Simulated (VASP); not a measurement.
**LiBe: single point with r2SCAN**

LiBe:

```xyz
2
Lattice="2.8112 0.0000 0.0000 0.0000 2.8112 0.0000 0.0000 0.0000 2.8112" Properties=species:S:1:pos:R:3 pbc="T T T"
Li    0.0000    0.0000    0.0000
Be    1.4056    1.4056    1.4056
```

```yaml
Program: VASP 6.6.1
Task: single point
Functional: r2SCAN
Potentials_or_basis: VASP PAW PBE potentials, release 64 (Li_sv, Be)
Cutoff: 520 eV
k_mesh: 8 × 8 × 8
Occupations: fermi-dirac, width 0.15 eV
Spin: no spin polarisation
```

The band gap on the k mesh is zero (an odd number of electrons rules out a gap without spin polarisation).

Levels at points of the mesh, in eV from the Fermi level:
| k point | band 1 | band 2 | band 3 | band 4 | band 5 | band 6 |
| --- | --- | --- | --- | --- | --- | --- |
| (0.00, 0.00, 0.00) | -46.25 | -6.90 | 6.90 | 6.90 | 6.90 | 11.27 |
| (0.50, 0.00, 0.00) | -46.23 | -4.04 | -2.30 | 9.90 | 9.90 | 14.16 |
| (0.50, 0.50, 0.00) | -46.21 | -1.03 | -1.03 | 1.47 | 6.63 | 11.90 |
| (0.50, 0.50, 0.50) | -46.19 | 2.71 | 2.71 | 2.71 | 5.44 | 5.44 |

Wall time 30 s on 1 thread of Intel Xeon 8259CL (shared host), peak memory 0.14 GiB.
